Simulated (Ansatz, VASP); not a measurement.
One calculation of NaHF2, two programs

```xyz
4
Lattice="1.7136 0.9893 4.5713 -1.7136 0.9893 4.5713 0.0000 -1.9787 4.5713" Properties=species:S:1:pos:R:3 pbc="T T T"
Na    0.0000    0.0000    0.0000
H     0.0000    0.0000    6.8569
F     0.0000    0.0000    5.7214
F     0.0000    0.0000    7.9925
```

Alike in both runs: functional r2SCAN; k mesh 8 × 8 × 8; occupations fermi-dirac, width 0.02 eV; no spin polarisation.

Ansatz relaxed the structure, and its values are those at the end. VASP's run is a single point on that final structure, the one shown.

|  | VASP | Ansatz |
| --- | --- | --- |
| version | VASP 6.6.1 | Ansatz 0.2.0 |
| potentials or method | VASP PAW PBE potentials, release 64 (Na_pv, H, F), cutoff 520 eV | PAW plane waves |
| valence electrons in the cell | 22 | 24 |

|  | VASP | Ansatz | Ansatz less VASP |
| --- | --- | --- | --- |
| gap on the k mesh at the Fermi level (eV) | 7.81 | 7.82 | +0.003 |
| pressure (GPa) | -0.3 | 0.0 | +0.34 |
| rms of the force components (eV/Å) | 0.039 | 0.000 | -0.0387 |

VASP's potentials were made for PBE, not for r2SCAN. VASP's potentials hold 22 valence electrons a cell and Ansatz's 24, so a difference there can come from the potentials and not from the codes.
